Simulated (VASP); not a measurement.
# ZnAu (Pm-3m) in VASP: a series of runs

Runs on ZnAu. Level: r2SCAN. Tasks: single point.

Everything below comes from runs of VASP 6.6.1. Logs are shortened: lines on timing, memory, paths and dates and some standing lists are left out, and cuts for length are marked.

**1. The cell of the first run**

Symmetry: Pm-3m, No. 221, cubic system. The conventional cell has a = 3.138 Å, b = 3.138 Å, c = 3.138 Å, α = 90.00°, β = 90.00°, γ = 90.00°. Zn (site symmetry m-3m) has 8 Au at 2.72 Å and 6 Zn at 3.14 Å within 3.6 Å. Au (site symmetry m-3m) has 8 Zn at 2.72 Å and 6 Au at 3.14 Å within 3.6 Å.

**2. Single point, r2SCAN**

POSCAR

```
ZnAu
1.0
    3.1382942822      0.0000000000      0.0000000000
    0.0000000000      3.1382942822      0.0000000000
    0.0000000000      0.0000000000      3.1382942822
Zn Au
1 1
Direct
    0.0000000000      0.0000000000      0.0000000000
    0.5000000000      0.5000000000      0.5000000000
```

INCAR.step1

```
SYSTEM = ZnAu
ALGO = Normal
EDIFF = 1E-4
ENCUT = 520
GGA = PE
ISMEAR = -1
LASPH = .TRUE.
LCHARG = .FALSE.
LREAL = .FALSE.
LWAVE = .TRUE.
NBANDS = 18
NELM = 80
PREC = Accurate
SIGMA = 0.1
```

INCAR.step2

```
SYSTEM = ZnAu
ALGO = Normal
EDIFF = 1E-7
ENCUT = 520
ISIF = 2
ISMEAR = -1
ISTART = 1
LASPH = .TRUE.
LCHARG = .FALSE.
LMIXTAU = .TRUE.
LREAL = .FALSE.
LWAVE = .FALSE.
METAGGA = R2SCAN
NBANDS = 18
NELM = 80
PREC = Accurate
SIGMA = 0.1
```

KPOINTS

```
k-points
0
G
  13 13 13
  0 0 0
```

Potentials or basis: VASP PAW PBE potentials, release 64 (Zn, Au).

Command:

```bash
> cat potpaw_PBE.64/Zn/POTCAR potpaw_PBE.64/Au/POTCAR > POTCAR
> cp INCAR.step1 INCAR
> mpirun -np 1 vasp_std > vasp.out
> cp INCAR.step2 INCAR
> mpirun -np 1 vasp_std > vasp.out
```

OUTCAR:

```text
SYSTEM = ZnAu
   EDIFF = 1E-7
   ENCUT = 520
   ISIF = 2
   ISMEAR = -1
   ISTART = 1
   LASPH = .TRUE.
   LREAL = .FALSE.
   METAGGA = R2SCAN
   NELM = 80
   PREC = Accurate

 ion  position               nearest neighbor table
   1  0.000  0.000  0.000-   2 2.72   2 2.72   2 2.72   2 2.72   2 2.72   2 2.72   2 2.72   2 2.72

   2  0.500  0.500  0.500-   1 2.72   1 2.72   1 2.72   1 2.72   1 2.72   1 2.72   1 2.72   1 2.72

  LATTYP: Found a simple cubic cell.
 ALAT       =     3.1382942822

  Lattice vectors:

 A1 = (   3.1382942822,   0.0000000000,   0.0000000000)
 A2 = (   0.0000000000,   3.1382942822,   0.0000000000)
 A3 = (   0.0000000000,   0.0000000000,   3.1382942822)

Analysis of symmetry for initial positions (statically):
=====================================================================
 Subroutine PRICEL returns:
 Original cell was already a primitive cell.

 Routine SETGRP: Setting up the symmetry group for a
 simple cubic supercell.

 Subroutine GETGRP returns: Found 48 space group operations
 (whereof 48 operations were pure point group operations)
 out of a pool of 48 trial point group operations.

The static configuration has the point symmetry O_h .

Analysis of symmetry for dynamics (positions and initial velocities):
=====================================================================
 Subroutine PRICEL returns:
 Original cell was already a primitive cell.

 Routine SETGRP: Setting up the symmetry group for a
 simple cubic supercell.

 Subroutine GETGRP returns: Found 48 space group operations
 (whereof 48 operations were pure point group operations)
 out of a pool of 48 trial point group operations.

The dynamic configuration has the point symmetry O_h .

 Subroutine INISYM returns: Found 48 space group operations
 (whereof 48 operations are pure point group operations),
 and found     1 'primitive' translations

----------------------------------------------------------------------------------------

                                     Primitive cell

  volume of cell :      30.9087

  direct lattice vectors                    reciprocal lattice vectors
     3.138294282  0.000000000  0.000000000     0.318644432  0.000000000  0.000000000
     0.000000000  3.138294282  0.000000000     0.000000000  0.318644432  0.000000000
     0.000000000  0.000000000  3.138294282     0.000000000  0.000000000  0.318644432

  length of vectors
     3.138294282  3.138294282  3.138294282     0.318644432  0.318644432  0.318644432

  position of ions in fractional coordinates (direct lattice)
     0.000000000  0.000000000  0.000000000
     0.500000000  0.500000000  0.500000000

  ion indices of the primitive-cell ions
   primitive index   ion index
                 1           1
                 2           2

----------------------------------------------------------------------------------------

 KPOINTS: k-points

Automatic generation of k-mesh.
 Grid dimensions read from file:
 generate k-points for:   13   13   13

 Generating k-lattice:

  Cartesian coordinates                     Fractional coordinates (reciprocal lattice)
     0.024511110  0.000000000  0.000000000     0.076923077  0.000000000  0.000000000
     0.000000000  0.024511110  0.000000000     0.000000000  0.076923077  0.000000000
     0.000000000  0.000000000  0.024511110     0.000000000  0.000000000  0.076923077

  Length of vectors
     0.024511110  0.024511110  0.024511110

  Shift w.r.t. Gamma in fractional coordinates (k-lattice)
     0.000000000  0.000000000  0.000000000

 Subroutine IBZKPT returns following result:
 ===========================================

 Found     84 irreducible k-points:

 Following reciprocal coordinates:
            Coordinates               Weight
  0.000000  0.000000  0.000000      1.000000
  0.076923  0.000000  0.000000      6.000000
  0.153846  0.000000  0.000000      6.000000
  0.230769  0.000000  0.000000      6.000000
  0.307692  0.000000  0.000000      6.000000
  0.384615  0.000000  0.000000      6.000000
[... 16 lines left out ...]
  0.307692  0.307692  0.000000     12.000000
  0.384615  0.307692  0.000000     24.000000
 [... further k-points ...]
   k-points           NKPTS =     84   k-points in BZ     NKDIM =     84   number of bands    NBANDS=     18
   number of dos      NEDOS =    301   number of ions     NIONS =      2
   total plane-waves  NPLWV =  13824
   dimension x,y,z NGX =    24 NGY =   24 NGZ =   24
   dimension x,y,z NGXF=    48 NGYF=   48 NGZF=   48
   ions per type =               1   1
   NGX,Y,Z   is equivalent  to a cutoff of  12.71, 12.71, 12.71 a.u.
   NGXF,Y,Z  is equivalent  to a cutoff of  25.43, 25.43, 25.43 a.u.
 SYSTEM =  ZnAu
   PREC   = accura    normal or accurate (medium, high low for compatibility)
   ISTART =      1    job   : 0-new  1-cont  2-samecut
   ICHARG =      0    charge: 1-file 2-atom 10-const
   ISPIN  =      1    spin polarized calculation?
   LNONCOLLINEAR =      F non collinear calculations
   LSORBIT =      F    spin-orbit coupling
   LASPH  =      T    aspherical Exc in radial PAW
   ENCUT  =  520.0 eV  38.22 Ry    6.18 a.u.   5.84  5.84  5.84*2*pi/ulx,y,z
   NELM   =     80;   NELMIN=  2; NELMDL=  0     # of ELM steps
   EDIFF  = 0.1E-06   stopping-criterion for ELM
   LREAL  =      F    real-space projection
   EDIFFG = 0.1E-05   stopping-criterion for IOM
   NSW    =      0    number of steps for IOM
   IBRION =     -1    ionic relax: 0-MD 1-quasi-New 2-CG
   NFREE  =      0    steps in history (QN), initial steepest desc. (CG)
   ISIF   =      2    stress and relaxation
   ISYM   =      2    0-nonsym 1-usesym 2-fastsym
   POTIM  = 0.5000    time-step for ionic-motion
   TEBEG  =    0.0;   TEEND  =   0.0 temperature during run
   PSTRESS=    0.0 pullay stress
   NELECT =      23.0000    total number of electrons
   NUPDOWN=      -1.0000    fix difference up-down
   EMIN   =  10.00;   EMAX   =-10.00  energy-range for DOS
   EFERMI =   0.00;   METHOD = LEGACY
   ISMEAR =    -1;   SIGMA  =   0.10  broadening in eV -4-tet -1-fermi 0-gaus
   EFERMI_NEDOS =   21; number of points for ismear=-14 and -15
   IALGO  =     38    algorithm
   IMIX   =      4    mixing-type and parameters
     AMIX     =   0.40;   BMIX     =  1.00
     AMIX_MAG =   1.60;   BMIX_MAG =  1.00
  volume/ion in A,a.u.               =      15.45       104.29
  Fermi-wavevector in a.u.,A,eV,Ry     =   1.483510  2.803427 29.943723  2.200802
  Thomas-Fermi vector in A             =   2.597162
   LORBIT       =      0    0 simple, 1 ext, 2 COOP (PROOUT), +10 PAW based schemes
   METAGGA = R2SCAN    functional components
   LHFCALC =     F    Hartree Fock is set to
   AEXX    =    0.0000 exact exchange contribution
   IVDW    =     0    specifies the selected vdW correction
   LEPSILON=     F    determine dielectric tensor
   LRPA    =     F    only Hartree local field effects (RPA)
 non-spin polarized calculation
  energy-cutoff  :      520.00
  volume of cell :       30.91
 maximum number of plane-waves:       851
 NGX is ok and might be reduce to    24
   NGX = 11   NGY = 11   NGZ = 11

 number of electron      22.9999987 magnetization

 Free energy of the ion-electron system (eV)
  ---------------------------------------------------
  ext. energy  EPLUGINS =         0.00000000
  ---------------------------------------------------
  free energy    TOTEN  =       -59.94127510 eV

  energy without entropy =      -59.92416941  energy(sigma->0) =      -59.93272226

 E-fermi :   7.1354     XC(G=0): -13.4822

 val. band max:        7.0944730342   @ k =   0.4615   0.3846   0.2308
 cond. band min:       7.1770802392   @ k =   0.4615   0.3077   0.3077
 fundamental gap:      0.0826072050
 Fermi energy:         7.1353845983

 k-point     1 :       0.0000    0.0000    0.0000
  band No.  band energies     occupation
      1      -4.0182      2.00000
      2      -1.4627      2.00000
      3      -1.4627      2.00000
      4      -0.7317      2.00000
      5      -0.7317      2.00000
      6      -0.7317      2.00000
[... 10 lines left out ...]
     17      19.6758      0.00000
     18      26.2933      0.00000

 k-point     2 :       0.0769    0.0000    0.0000
  band No.  band energies     occupation
      1      -3.9076      2.00000
      2      -1.4382      2.00000
      3      -1.4296      2.00000
      4      -0.7329      2.00000
      5      -0.7329      2.00000
      6      -0.7225      2.00000
[... 10 lines left out ...]
     17      20.2062      0.00000
     18      26.1787      0.00000

 k-point     3 :       0.1538    0.0000    0.0000
  band No.  band energies     occupation
      1      -3.5818      2.00000
      2      -1.3680      2.00000
      3      -1.3386      2.00000
      4      -0.7356      2.00000
      5      -0.7356      2.00000
      6      -0.6967      2.00000
[... 10 lines left out ...]
     17      21.8594      0.00000
     18      25.9259      0.00000

 k-point     4 :       0.2308    0.0000    0.0000
  band No.  band energies     occupation
      1      -3.0605      2.00000
      2      -1.2631      2.00000
      3      -1.2122      2.00000
      4      -0.7378      2.00000
      5      -0.7378      2.00000
      6      -0.6597      2.00000
[... 375 lines left out ...]
      4      -0.8123      2.00000
      5      -0.7193      2.00000
      6       0.3614      2.00000
[... 10 lines left out ...]
     17      20.4633      0.00000
     18      22.0867      0.00000

 k-point    23 :       0.3077    0.3077    0.0000
  band No.  band energies     occupation
      1      -1.6844      2.00000
      2      -1.2252      2.00000
      3      -0.9619      2.00000
      4      -0.7692      2.00000
      5      -0.7208      2.00000
      6      -0.1478      2.00000
[... 10 lines left out ...]
     17      22.2391      0.00000
     18      22.5802      0.00000

 k-point    24 :       0.3846    0.3077    0.0000
  band No.  band energies     occupation
      1      -1.5801      2.00000
      2      -1.2987      2.00000
      3      -0.9874      2.00000
      4      -0.8543      2.00000
      5      -0.6235      2.00000
      6       0.1819      2.00000
[... 10 lines left out ...]
     17      21.7009      0.00000
     18      21.9090      0.00000

 [... further k-points ...]

------------------------ aborting loop because EDIFF is reached ----------------------------------------

  FORCE on cell =-STRESS in cart. coord.  units (eV):
  Direction    XX          YY          ZZ          XY          YZ          ZX
  --------------------------------------------------------------------------------------
  -------------------------------------------------------------------------------------
  Total        0.3402927      0.3402927      0.3402927     -0.0000000     -0.0000000     -0.0000000
  in kB       17.6393370     17.6393370     17.6393370     -0.0000000     -0.0000000     -0.0000000
  external PRESSURE =      17.6393370 kB  Pullay stress =       0.0000000 kB

 VOLUME and BASIS-vectors are now :
 -----------------------------------------------------------------------------
  energy-cutoff  :      520.00
  volume of cell :       30.91
      direct lattice vectors                 reciprocal lattice vectors
     3.138294282  0.000000000  0.000000000     0.318644432  0.000000000  0.000000000
     0.000000000  3.138294282  0.000000000     0.000000000  0.318644432  0.000000000
     0.000000000  0.000000000  3.138294282     0.000000000  0.000000000  0.318644432

 POSITION                                       TOTAL-FORCE (eV/Angst)
 -----------------------------------------------------------------------------------
      0.00000      0.00000      0.00000         0.000000      0.000000      0.000000
      1.56915      1.56915      1.56915         0.000000      0.000000      0.000000
 -----------------------------------------------------------------------------------
    total drift:                                0.000000      0.000000     -0.000000

  FREE ENERGIE OF THE ION-ELECTRON SYSTEM (eV)
  ---------------------------------------------------
  free  energy   TOTEN  =       -59.9412751023 eV

  energy  without entropy=      -59.9241694084  energy(sigma->0) =      -59.93272226
```

Run time: 2 min. Hardware: 1 thread of Intel Xeon 8259CL, shared host; peak memory 0.18 GiB.

What came out:

```
Free energy            : -59.9413 eV
Pressure               : 1.8 GPa
Band gap on the k mesh : zero (an odd number of electrons rules out a gap without spin polarisation)
```

Levels at points of the mesh, in eV from the Fermi level:
| k point | band 9 | band 10 | band 11 | band 12 | band 13 | band 14 |
| --- | --- | --- | --- | --- | --- | --- |
| (0.00, 0.00, 0.00) | -4.06 | -4.06 | -4.06 | 5.25 | 5.25 | 5.25 |

Caveat: the PAW data sets were made with another functional, which shifts forces and pressure a little; spin-orbit coupling is left out, which moves the levels of the heavy elements.

[end of part 1 of 2]

The gap in the log of VASP goes by the Fermi energy; the results here count the filled bands.